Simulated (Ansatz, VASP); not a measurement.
## CaMg in VASP and in Ansatz

File INCAR:

```
SYSTEM = CaMg
  ALGO = Fast
  EDIFF = 1E-6
  ENCUT = 520
  GGA = CA
  ISIF = 2
  ISMEAR = 0
  LASPH = .True.
  LCHARG = .False.
  LREAL = .False.
  LWAVE = .False.
  NBANDS = 13
  NELM = 60
  PREC = Accurate
  SIGMA = 0.15
```

Contents of KPOINTS:

```
k-points
0
Gamma
  14 14 14
  0 0 0
```

POSCAR

```
CaMg
1.0
    3.8703035537      0.0000000000      0.0000000000
    0.0000000000      3.8703035537      0.0000000000
    0.0000000000      0.0000000000      4.4477528440
Ca Mg
1 1
Direct
    0.0000000000      0.0000000000      0.0000000000
    0.5000000000      0.5000000000      0.5000000000
```

Input for Ansatz:

```yaml
crystal:
  lattice:
    - [3.8703035537, 0.0, 0.0]
    - [0.0, 3.8703035537, 0.0]
    - [0.0, 0.0, 4.447752844]
  atoms:
    - { symbol: Ca, position: [0.0, 0.0, 0.0] }
    - { symbol: Mg, position: [0.5, 0.5, 0.5] }
basis:
  ecutwfc: 520.0
kpoints:
  mp_grid: { grid: [14, 14, 14] }
hamiltonian:
  xc: lda
scf:
  occupations: { method: gaussian, width: 0.15 }
output:
  forces: true
  stress: true
  eigenvalues: true
```

Alike in both runs: task single point; functional LDA; k mesh 14 × 14 × 14; occupations gaussian, width 0.15 eV; no spin polarisation.

|  | VASP | Ansatz |
| --- | --- | --- |
| version | VASP 6.6.1 | Ansatz 0.2.0 |
| potentials or method | VASP PAW LDA potentials, release 64 (Ca_sv, Mg), cutoff 520 eV | scalar-relativistic, plane waves, PAW |
| valence electrons in the cell | 12 | 20 |

|  | VASP | Ansatz | Ansatz less VASP |
| --- | --- | --- | --- |
| gap on the k mesh at the Fermi level (eV) | none | none | - |
| pressure (GPa) | -3.4 | -3.2 | +0.18 |
| traceless stress, the component that is largest in VASP (GPa) | -0.58 | -0.56 | +0.027 |

LDA's correlation is that of Perdew and Zunger in VASP and of Perdew and Wang (1992) in Ansatz. A gap of «none» marks a metal or a gap that the smearing closes. VASP's potentials hold 12 valence electrons a cell and Ansatz's 20, so a difference there can come from the potentials and not from the codes.
